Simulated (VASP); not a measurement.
Set up this calculation in VASP 6.6.1, as the native input.

```
Task                   : single point
Functional             : PBE
Potentials or basis    : VASP PAW PBE potentials, release 64 (Y_sv, Si, F)
Cutoff                 : 520 eV
k mesh                 : 6 × 6 × 6
Occupations            : gaussian, width 0.1 eV
Spin                   : no spin polarisation
Dipole correction      : no
Further INCAR settings : ALGO = Normal; EDIFF = 1e-06; NBANDS = 26
```

The structure of Y2Si2F lies in POSCAR:

```
Y2Si2F
1.0
   -2.0844858900      2.0844858900      4.9490397500
    2.0844858900     -2.0844858900      4.9490397500
    2.0844858900      2.0844858900     -4.9490397500
Y Si F
2 2 1
Direct
    0.3709999900      0.3709999900      0.0000000000
    0.6290000100      0.6290000100      0.0000000000
    0.7500000000      0.2500000000      0.5000000000
    0.2500000000      0.7500000000      0.5000000000
    0.0000000000      0.0000000000      0.0000000000
```

The cell was generated, and may not be a known phase.

One way to write it, as run:

INCAR

```
  PREC = Accurate
  ENCUT = 520
  EDIFF = 1E-6
  ISMEAR = 0
  SIGMA = 0.1
  LREAL = False
  LASPH = True
  NELM = 60
  ALGO = Normal
  ISIF = 2
  LWAVE = False
  LCHARG = False
  GGA = PE
  NBANDS = 26
```

KPOINTS

```
regular mesh
0
Gamma
  6 6 6
```

Potentials or basis: VASP PAW PBE potentials, release 64 (Y_sv, Si, F).

Run with:

```bash
$ cat potpaw_PBE.64/Y_sv/POTCAR potpaw_PBE.64/Si/POTCAR potpaw_PBE.64/F/POTCAR > POTCAR
$ mpirun -np 1 vasp_std > vasp.out
```

Results of the run:

```json
{
 "Pressure": "35.1 GPa",
 "Largest force": "2.147 eV/Å",
 "Band gap on the k mesh": "zero (an odd number of electrons rules out a gap without spin polarisation)"
}
```

Caveat: the stress differs along the axes, from 29 to 47 GPa; an odd number of electrons without spin polarisation forces a metal; a magnetic or distorted state may lie lower.

Run time: 96 s on 1 thread of Intel(R) Xeon(R) 6975P-C (Granite Rapids) (shared host), peak memory 0.37 GiB.
